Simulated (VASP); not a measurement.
TiSi2:

```
CELL_PARAMETERS angstrom
-1.48263 1.72347 4.23998
1.48263 -1.72347 4.23998
1.48263 1.72347 -4.23998
ATOMIC_POSITIONS crystal
Ti 0.00000 0.00000 0.00000
Si 0.67008 0.67008 0.00000
Si 0.32992 0.32992 0.00000
```

This cell differs from its parent crystal: volume scaled by 1.02.

Base run:

* Program: VASP 6.6.1
* Functional: PBE
* Potentials or basis: VASP PAW PBE potentials, release 64 (Ti_sv, Si)
* Cutoff: 520 eV
* k mesh: 12 × 12 × 12
* Occupations: fermi-dirac, width 0.05 eV
* Spin: no spin polarisation

Its results: band gap on the k mesh zero (band 10 reaches 11.06 eV, above the bottom of band 11 at 8.78 eV); pressure -2.4 GPa; largest force 0.029 eV/Å.

Task: The run is repeated on the same cell with these changes: functional from PBE to PBEsol. What comes out?

Result: Band gap on the k mesh zero (band 10 reaches 10.97 eV, above the bottom of band 11 at 8.69 eV); pressure -6.0 GPa; largest force 0.080 eV/Å.

PBEsol binds more tightly than PBE, so the same cell stands under less pressure.

Caveats: the PAW data sets were made with another functional, which shifts forces and pressure a little (some runs).
